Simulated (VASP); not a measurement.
# Si (P6_3/mmc) in VASP: further runs

Runs on Si. Level: PBE. Tasks: single point.

Program: VASP 6.6.1. These are calculated values, not measurements. Logs are shortened: lines on timing, memory, paths and dates and some standing lists are left out, and cuts for length are marked.

### Step 1. The cell of the first run

It takes space group P6_3/mmc (No. 194, hexagonal). The conventional cell has a = 3.885 Å, b = 3.885 Å, c = 6.254 Å, α = 90.00°, β = 90.00°, γ = 120.00°. Within 3.0 Å of Si (site symmetry 3m) lie 4 Si at 2.30 to 2.63 Å.

This isn't the form of Si at room conditions, which is diamond.

### Step 2. Single point, PBE

The input, INCAR:

```
SYSTEM = Si
PREC = Accurate
ENCUT = 520
EDIFF = 1E-7
ISMEAR = 0
SIGMA = 0.05
LREAL = .FALSE.
LASPH = .TRUE.
NELM = 60
ALGO = Normal
ISIF = 2
LWAVE = .FALSE.
LCHARG = .FALSE.
GGA = PE
NBANDS = 16
```

The input, KPOINTS:

```
Automatic mesh
0
G
  12 12 6
  0 0 0
```

The input, POSCAR:

```
Si
1.0
    3.8850721999      0.0000000000      0.0000000000
   -1.9425361000      3.3645712207      0.0000000000
    0.0000000000      0.0000000000      6.2538007202
Si
4
Direct
    0.3333333333      0.6666666667      0.0393645135
    0.6666666667      0.3333333333      0.5393645135
    0.3333333333      0.6666666667      0.4606354865
    0.6666666667      0.3333333333      0.9606354865
```

Potentials or basis: VASP PAW PBE potentials, release 64 (Si).

Command:

```bash
$ cat potpaw_PBE.64/Si/POTCAR > POTCAR
$ mpirun -np 1 vasp_std > vasp.out
```

OUTCAR:

```text
SYSTEM = Si
   PREC = Accurate
   ENCUT = 520
   EDIFF = 1E-7
   ISMEAR = 0
   LREAL = .FALSE.
   LASPH = .TRUE.
   NELM = 60
   ISIF = 2
   GGA = PE

 ion  position               nearest neighbor table
   1  0.333  0.667  0.039-   4 2.30   4 2.30   4 2.30   3 2.63
   2  0.667  0.333  0.539-   3 2.30   3 2.30   3 2.30   4 2.63
   3  0.333  0.667  0.461-   2 2.30   2 2.30   2 2.30   1 2.63
   4  0.667  0.333  0.961-   1 2.30   1 2.30   1 2.30   2 2.63

  LATTYP: Found a hexagonal cell.
 ALAT       =     3.8850721999
 C/A-ratio  =     1.6097000000

  Lattice vectors:

 A1 = (   3.8850721999,   0.0000000000,   0.0000000000)
 A2 = (  -1.9425361000,   3.3645712207,   0.0000000000)
 A3 = (   0.0000000000,   0.0000000000,   6.2538007202)

Analysis of symmetry for initial positions (statically):
=====================================================================
 Subroutine PRICEL returns:
 Original cell was already a primitive cell.

 Routine SETGRP: Setting up the symmetry group for a
 hexagonal supercell.

 Subroutine GETGRP returns: Found 24 space group operations
 (whereof 12 operations were pure point group operations)
 out of a pool of 24 trial point group operations.

The static configuration has the point symmetry D_3d.
 The point group associated with its full space group is D_6h.

Analysis of symmetry for dynamics (positions and initial velocities):
=====================================================================
 Subroutine PRICEL returns:
 Original cell was already a primitive cell.

 Routine SETGRP: Setting up the symmetry group for a
 hexagonal supercell.

 Subroutine GETGRP returns: Found 24 space group operations
 (whereof 12 operations were pure point group operations)
 out of a pool of 24 trial point group operations.

The dynamic configuration has the point symmetry D_3d.
 The point group associated with its full space group is D_6h.

 Subroutine INISYM returns: Found 24 space group operations
 (whereof 12 operations are pure point group operations),
 and found     1 'primitive' translations

----------------------------------------------------------------------------------------

                                     Primitive cell

  volume of cell :      81.7472

  direct lattice vectors                    reciprocal lattice vectors
     3.885072200  0.000000000  0.000000000     0.257395474  0.148607346  0.000000000
[... 88 lines left out ...]
   ENCUT  =  520.0 eV  38.22 Ry    6.18 a.u.   7.22  7.22 11.63*2*pi/ulx,y,z
   NELM   =     60;   NELMIN=  2; NELMDL= -5     # of ELM steps
   EDIFF  = 0.1E-06   stopping-criterion for ELM
   LREAL  =      F    real-space projection
   EDIFFG = 0.1E-05   stopping-criterion for IOM
   NSW    =      0    number of steps for IOM
   IBRION =     -1    ionic relax: 0-MD 1-quasi-New 2-CG
   NFREE  =      0    steps in history (QN), initial steepest desc. (CG)
   ISIF   =      2    stress and relaxation
   ISYM   =      2    0-nonsym 1-usesym 2-fastsym
   POTIM  = 0.5000    time-step for ionic-motion
   TEBEG  =    0.0;   TEEND  =   0.0 temperature during run
   PSTRESS=    0.0 pullay stress
   NELECT =      16.0000    total number of electrons
   NUPDOWN=      -1.0000    fix difference up-down
   EMIN   =  10.00;   EMAX   =-10.00  energy-range for DOS
   EFERMI =   0.00;   METHOD = LEGACY
   ISMEAR =     0;   SIGMA  =   0.05  broadening in eV -4-tet -1-fermi 0-gaus
   EFERMI_NEDOS =   21; number of points for ismear=-14 and -15
   IALGO  =     38    algorithm
   IMIX   =      4    mixing-type and parameters
     AMIX     =   0.40;   BMIX     =  1.00
     AMIX_MAG =   1.60;   BMIX_MAG =  1.00
  volume/ion in A,a.u.               =      20.44       137.91
  Fermi-wavevector in a.u.,A,eV,Ry     =   0.950511  1.796206 12.292475  0.903471
  Thomas-Fermi vector in A             =   2.078895
   LORBIT       =      0    0 simple, 1 ext, 2 COOP (PROOUT), +10 PAW based schemes
   GGA     = PE    functional components
   LHFCALC =     F    Hartree Fock is set to
   AEXX    =    0.0000 exact exchange contribution
   IVDW    =     0    specifies the selected vdW correction
   LEPSILON=     F    determine dielectric tensor
   LRPA    =     F    only Hartree local field effects (RPA)
 non-spin polarized calculation
 Gauss-broadening in eV      SIGMA  =   0.05
  energy-cutoff  :      520.00
  volume of cell :       81.75
 maximum number of plane-waves:      2226
 NGX is ok and might be reduce to    30

 number of electron      16.0000001 magnetization

 Free energy of the ion-electron system (eV)
  ---------------------------------------------------
  ext. energy  EPLUGINS =         0.00000000
  ---------------------------------------------------
  free energy    TOTEN  =       -20.95174529 eV

  energy without entropy =      -20.95121371  energy(sigma->0) =      -20.95147950

 E-fermi :   6.0121     XC(G=0):  -9.3364

 val. band max:        5.9580911709   @ k =   0.1667   0.0833   0.0000
 cond. band min:       6.0205145093   @ k =   0.4167   0.0000   0.1667
 fundamental gap:      0.0624233384
 Fermi energy:         6.0121375290

 k-point     1 :       0.0000    0.0000    0.0000
  band No.  band energies     occupation
      1      -6.2852      2.00000
      2      -4.2905      2.00000
      3      -0.2996      2.00000
      4       3.8938      2.00000
      5       3.8938      2.00000
      6       5.1498      2.00000
[... 433 lines left out ...]
      3      -0.9000      2.00000
      4       0.8245      2.00000
      5       1.5685      2.00000
      6       2.7908      2.00000
[... 8 lines left out ...]
     15      12.2989      0.00000
     16      12.5804      0.00000

 [... further k-points ...]
[... 5 lines left out ...]
  --------------------------------------------------------------------------------------
  -------------------------------------------------------------------------------------
  Total        1.8618644      1.8618644     -2.2488734     -0.0000000     -0.0000000      0.0000000
  in kB       36.4909999     36.4909999    -44.0760558     -0.0000000     -0.0000000      0.0000000
  external PRESSURE =       9.6353147 kB  Pullay stress =       0.0000000 kB

 VOLUME and BASIS-vectors are now :
 -----------------------------------------------------------------------------
  energy-cutoff  :      520.00
  volume of cell :       81.75
      direct lattice vectors                 reciprocal lattice vectors
     3.885072200  0.000000000  0.000000000     0.257395474  0.148607346  0.000000000
    -1.942536100  3.364571221  0.000000000     0.000000000  0.297214692  0.000000000
     0.000000000  0.000000000  6.253800720     0.000000000  0.000000000  0.159902761

 POSITION                                       TOTAL-FORCE (eV/Angst)
 -----------------------------------------------------------------------------------
     -0.00000      2.24305      0.24618         0.000000     -0.000000      2.028401
      1.94254      1.12152      3.37308        -0.000000      0.000000      2.028401
     -0.00000      2.24305      2.88072         0.000000     -0.000000     -2.028401
      1.94254      1.12152      6.00762        -0.000000      0.000000     -2.028401
 -----------------------------------------------------------------------------------
    total drift:                               -0.000000      0.000000     -0.000000

  FREE ENERGIE OF THE ION-ELECTRON SYSTEM (eV)
  ---------------------------------------------------
  free  energy   TOTEN  =       -20.9517452910 eV

  energy  without entropy=      -20.9512137127  energy(sigma->0) =      -20.95147950
```

Run time: 2.4 min. Hardware: 1 thread of Intel Xeon 8259CL, shared host; peak memory 0.23 GiB.

Results:

- Free energy: -20.9517 eV
- Pressure: 1.0 GPa
- Largest force: 2.028 eV/Å
- Band gap on the k mesh: zero (bands 8 and 9 overlap by 0.83 eV)

Forces on the atoms (eV/Å):
```
Si   0.000  0.000  2.028
Si   0.000  0.000  2.028
Si   0.000  0.000 -2.028
Si   0.000  0.000 -2.028
```

Caveat: forces of over 1 eV/Å act on the atoms, so gaps and moduli don't describe the material at rest.

### Step 3. Single point, PBE

This run uses another cell than the first one, of the same volume but with other edges.

The input, INCAR:

```
SYSTEM = Si
PREC = Accurate
ENCUT = 520
EDIFF = 1E-6
ISMEAR = 0
SIGMA = 0.05
LREAL = .FALSE.
LASPH = .TRUE.
NELM = 80
ALGO = Normal
ISIF = 2
LWAVE = .FALSE.
LCHARG = .TRUE.
GGA = PE
LELF = .TRUE.
LVHAR = .TRUE.
NBANDS = 16
```

The input, KPOINTS:

```
regular mesh
0
G
  12 12 6
  0 0 0
```

The input, POSCAR:

```
Si
1.0
    4.0341116679      0.0000000000      0.0000000000
   -2.0170558339      3.4936431861      0.0000000000
    0.0000000000      0.0000000000      5.8002457560
Si
4
Direct
    0.3333333333      0.6666666667      0.0864996323
    0.6666666667      0.3333333333      0.5864996323
    0.3333333333      0.6666666667      0.4135003677
    0.6666666667      0.3333333333      0.9135003677
```

Potentials or basis: VASP PAW PBE potentials, release 64 (Si).

Command:

```bash
$ cat potpaw_PBE.64/Si/POTCAR > POTCAR
$ mpirun -np 1 vasp_std > vasp.out
```

Wall time 3.1 min (1 thread of Intel Xeon 8259CL, shared host); peak memory 0.23 GiB.

The run converged. Its results:

* Free energy: -17.6223 eV
* Pressure: 15.9 GPa
* Largest force: 10.660 eV/Å
* Band gap on the k mesh: zero (bands 8 and 9 overlap by 0.71 eV)

Forces on the atoms (eV/Å):
```
Si    0.000   0.000 -10.660
Si    0.000   0.000 -10.660
Si    0.000   0.000  10.660
Si    0.000   0.000  10.660
```

Stress tensor (GPa, compression positive):
```
-12.00   0.00   0.00
  0.00 -12.00   0.00
  0.00   0.00  71.57
```

Levels at points of the mesh, in eV from the Fermi level:
```
           k point  band 4  band 5  band 6  band 7  band 8  band 9  band 10  band 11  band 12  band 13
(0.00, 0.00, 0.00)   -2.42   -2.42   -1.74   -0.02    0.37    0.37     0.66     0.66     2.44     4.66
(0.50, 0.00, 0.00)   -5.46   -4.97   -4.00   -3.68   -0.59    0.00     1.00     1.87     2.70     6.01
(0.00, 0.00, 0.50)   -4.67   -1.57   -1.57   -1.57   -1.57    1.31     1.31     2.47     2.47     2.47
(0.50, 0.00, 0.50)   -7.07   -2.74   -2.74   -2.59   -2.59    0.51     0.51     2.48     2.48     4.78
```

Caveat: the cell stands under pressure; semilocal functionals underestimate gaps, so a narrow gap can read as zero; forces of over 1 eV/Å act on the atoms, so gaps and moduli don't describe the material at rest.

### Step 4. Single point, PBE

This run uses another cell than the first one, of the same volume but with other edges.

The input, INCAR:

```
SYSTEM = Si
PREC = Accurate
ENCUT = 520
EDIFF = 1E-6
ISMEAR = 0
SIGMA = 0.05
LREAL = .False.
LASPH = .True.
NELM = 80
ALGO = Normal
ISIF = 2
LWAVE = .False.
LCHARG = .False.
GGA = PE
NBANDS = 16
```

The input, KPOINTS:

```
regular mesh
0
Gamma
  12 12 6
  0 0 0
```

The input, POSCAR:

```
Si
1.0
    4.0341116679      0.0000000000      0.0000000000
   -2.0170558339      3.4936431861      0.0000000000
    0.0000000000      0.0000000000      5.8002457560
Si
4
Direct
    0.3333333333      0.6666666667      0.0393645135
    0.6666666667      0.3333333333      0.5393645135
    0.3333333333      0.6666666667      0.4606354865
    0.6666666667      0.3333333333      0.9606354865
```

Command:

```bash
$ cat potpaw_PBE.64/Si/POTCAR > POTCAR
$ mpirun -np 1 vasp_std > vasp.out
```

Run time: 2.6 min. Hardware: 1 thread of Intel Xeon 8259CL, shared host; peak memory 0.23 GiB.

Results (log left out):

- Free energy: -20.9174 eV
- Pressure: -1.0 GPa
- Largest force: 1.204 eV/Å
- Band gap on the k mesh: zero (bands 8 and 9 overlap by 0.75 eV)

Forces on the atoms (eV/Å):
```
Si   0.000  0.000  1.204
Si   0.000  0.000  1.204
Si   0.000  0.000 -1.204
Si   0.000  0.000 -1.204
```

Stress tensor (GPa, compression positive):
```
-4.85  0.00  0.00
 0.00 -4.85  0.00
 0.00  0.00  6.56
```

Levels at points of the mesh, in eV from the Fermi level:
```csv
k point,band 6,band 7,band 8,band 9,band 10,band 11
"(0.00, 0.00, 0.00)",-0.91,-0.26,-0.26,1.12,1.68,1.68
"(0.50, 0.00, 0.00)",-3.49,-2.39,-1.42,-0.36,2.46,3.68
"(0.00, 0.00, 0.50)",-1.45,-1.45,-1.45,0.31,0.31,2.66
"(0.50, 0.00, 0.50)",-2.69,-1.13,-1.13,0.82,0.82,2.27
```

Caveat: semilocal functionals underestimate gaps, so a narrow gap can read as zero; forces of over 1 eV/Å act on the atoms, so gaps and moduli don't describe the material at rest.

### Step 5. Single point, PBE

This run uses another cell than the first one, of the same volume but with other edges.

The input, INCAR:

```
SYSTEM = Si
PREC = Accurate ; ENCUT = 520
EDIFF = 1E-6 ; ISMEAR = 0
SIGMA = 0.05 ; LREAL = .False.
LASPH = .True. ; NELM = 80
ALGO = Normal ; ISIF = 2
LWAVE = .False. ; LCHARG = .False.
GGA = PE ; NBANDS = 16
```

KPOINTS is that of step 4.

The input, POSCAR:

```
Si
1.0
    3.9567452140      0.0000000000      0.0000000000
   -1.9783726070      3.4266418716      0.0000000000
    0.0000000000      0.0000000000      6.0292883571
Si
4
Direct
    0.3333333333      0.6666666667      0.0864996323
    0.6666666667      0.3333333333      0.5864996323
    0.3333333333      0.6666666667      0.4135003677
    0.6666666667      0.3333333333      0.9135003677
```

Command:

```bash
$ cat potpaw_PBE.64/Si/POTCAR > POTCAR
$ mpirun -np 1 vasp_std > vasp.out
```

It took 2.7 min on 1 thread of Intel Xeon 8259CL, shared host; peak memory 0.23 GiB.

The run converged. Its results:

```yaml
Free_energy: -19.0147 eV
Pressure: 9.8 GPa
Largest_force: 8.122 eV/Å
Band_gap_on_the_k_mesh: zero (bands 8 and 9 overlap by 0.98 eV)
```

Forces in eV/Å, atoms in the order of the input:
```
Si   0.000  0.000 -8.122
Si   0.000  0.000 -8.122
Si   0.000  0.000  8.122
Si   0.000  0.000  8.122
```

Stress tensor (GPa, compression positive):
```
-9.44  0.00  0.00
 0.00 -9.44  0.00
 0.00  0.00 48.41
```

Levels at points of the mesh, in eV from the Fermi level:
```tsv
k point	band 4	band 5	band 6	band 7	band 8	band 9	band 10	band 11	band 12	band 13
(0.00, 0.00, 0.00)	-2.14	-2.14	-1.92	0.41	0.54	0.54	0.63	0.63	2.59	4.33
(0.50, 0.00, 0.00)	-5.52	-5.31	-4.08	-3.50	-0.81	0.15	1.15	1.63	2.51	5.55
(0.00, 0.00, 0.50)	-5.00	-1.36	-1.36	-1.36	-1.36	1.51	1.51	2.54	2.54	2.54
(0.50, 0.00, 0.50)	-7.17	-2.94	-2.94	-2.64	-2.64	0.37	0.37	2.10	2.10	4.58
```

Caveat: the cell stands under pressure; forces of over 1 eV/Å act on the atoms, so gaps and moduli don't describe the material at rest.

### Step 6. Overview

```tsv
cell	gap on the mesh (eV)	pressure (GPa)	largest force (eV/Å)
a = 3.885, b = 3.885, c = 6.254 Å, angles 90.0, 90.0, 120.0°, 4 atoms, atomic positions A	none	1.0	2.03
a = 4.034, b = 4.034, c = 5.800 Å, angles 90.0, 90.0, 120.0°, 4 atoms, atomic positions B	none	15.9	10.66
a = 4.034, b = 4.034, c = 5.800 Å, angles 90.0, 90.0, 120.0°, 4 atoms, atomic positions A	none	-1.0	1.20
a = 3.957, b = 3.957, c = 6.029 Å, angles 90.0, 90.0, 120.0°, 4 atoms, atomic positions B	none	9.8	8.12
```

Alike in all rows: task single point; level PBE; potentials or basis VASP PAW PBE potentials, release 64 (Si); no spin polarisation; k mesh 12 × 12 × 6; cutoff (eV) 520; smearing gaussian 0.05 eV.

Caveats: forces of over 1 eV/Å act on the atoms, so gaps and moduli don't describe the material at rest; the cell stands under pressure (at least some runs); semilocal functionals underestimate gaps, so a narrow gap can read as zero (at least some runs).

Absolute energies hang on the potentials; compare differences alone.
